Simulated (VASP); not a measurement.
Set up this calculation in VASP 6.6.1, as the native input.

```yaml
Task: single point
Functional: PBE
Potentials_or_basis: VASP PAW PBE potentials, release 64 (Li_sv, C)
Cutoff: 520 eV
k_mesh: 18 × 18 × 12
Occupations: gaussian, width 0.1 eV
Spin: no spin polarisation
Dipole_correction: no
Further_INCAR_settings: ALGO = Normal; EDIFF = 1e-06; NBANDS = 12
```

The structure of LiC2 lies in POSCAR:

```
LiC2
1.0
    3.6408705619      0.0000000000      0.0000000000
   -1.8204352810      3.1530863985      0.0000000000
    0.0000000000      0.0000000000      3.4967822512
Li C
1 2
Direct
    0.0000000000      0.0000000000      0.0000000000
    0.6666666667      0.3333333333      0.6807343511
    0.6666666667      0.3333333333      0.3192656489
```

The cell was built from a structure type or drawn by symmetry, and may not be a known phase.

These files were run (other wordings do the same):

INCAR

```
  PREC = Accurate
  ENCUT = 520
  EDIFF = 1E-6
  ISMEAR = 0
  SIGMA = 0.1
  LREAL = F
  LASPH = T
  NELM = 100
  ALGO = Normal
  ISIF = 2
  LWAVE = F
  LCHARG = F
  GGA = PE
  NBANDS = 12
```

KPOINTS

```
regular mesh
0
Gamma
  18 18 12
```

Potentials or basis: VASP PAW PBE potentials, release 64 (Li_sv, C).

Command:

```sh
$ cat potpaw_PBE.64/Li_sv/POTCAR potpaw_PBE.64/C/POTCAR > POTCAR
$ mpirun -np 1 vasp_std > vasp.out
```

Results of the run:

```json
{
 "Largest force": "0.107 eV/Å",
 "Band gap on the k mesh": "zero (an odd number of electrons rules out a gap without spin polarisation)"
}
```

It took 78 s on 1 thread of Intel(R) Xeon(R) Platinum 8259CL CPU @ 2.50GHz (Skylake/Cascade Lake) (shared host), peak memory 0.23 GiB.
